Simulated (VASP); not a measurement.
Wanted: the native input for a VASP 6.6.1 run.

| Item | Value |
| --- | --- |
| Task | single point |
| Functional | LDA |
| Potentials or basis | VASP PAW LDA potentials, release 64 (In_d, Sb) |
| Cutoff | 520 eV |
| k mesh | 12 × 12 × 12 |
| Occupations | fermi-dirac, width 0.05 eV |
| Spin | no spin polarisation |
| Dipole correction | no |
| Further INCAR settings | ALGO = Normal; EDIFF = 1e-06; NBANDS = 16 |

The structure of InSb lies in POSCAR:

```
InSb
1.0
    0.0000000000      3.2250658923      3.2250658923
    3.2250658923      0.0000000000      3.2250658923
    3.2250658923      3.2250658923      0.0000000000
In Sb
1 1
Direct
    0.0000000000      0.0000000000      0.0000000000
    0.7500000000      0.7500000000      0.7500000000
```

The input as run:

INCAR

```
PREC     = Accurate       # precision mode
ENCUT    = 520            # plane-wave cutoff, eV
EDIFF    = 1E-6           # SCF threshold, eV
ISMEAR   = -1             # smearing method
SIGMA    = 0.05           # smearing width, eV
LREAL    = F              # projectors in reciprocal space
LASPH    = T              # aspherical terms in the spheres
NELM     = 60             # most SCF steps
ALGO     = Normal         # electronic algorithm
ISIF     = 2              # what is computed and relaxed
LWAVE    = F              # write WAVECAR
LCHARG   = F              # write CHGCAR
NBANDS   = 16             # bands
```

KPOINTS

```
Automatic mesh
0
Gamma
  12 12 12
```

Potentials or basis: VASP PAW LDA potentials, release 64 (In_d, Sb).

The run is started by

```sh
$ cat potpaw_LDA.64/In_d/POTCAR potpaw_LDA.64/Sb/POTCAR > POTCAR
$ mpirun -np 1 vasp_std > vasp.out
```

It gave:

```
Pressure               : 0.1 GPa
Band gap on the k mesh : zero (filled and empty bands touch)
```

Caveat: semilocal functionals underestimate gaps, and a narrow one can read as zero; spin-orbit coupling is left out, which moves the levels of the heavy elements.

Run time: 99 s on 1 thread of Intel Xeon 8259CL, with other jobs on the host, peak memory 0.23 GiB.
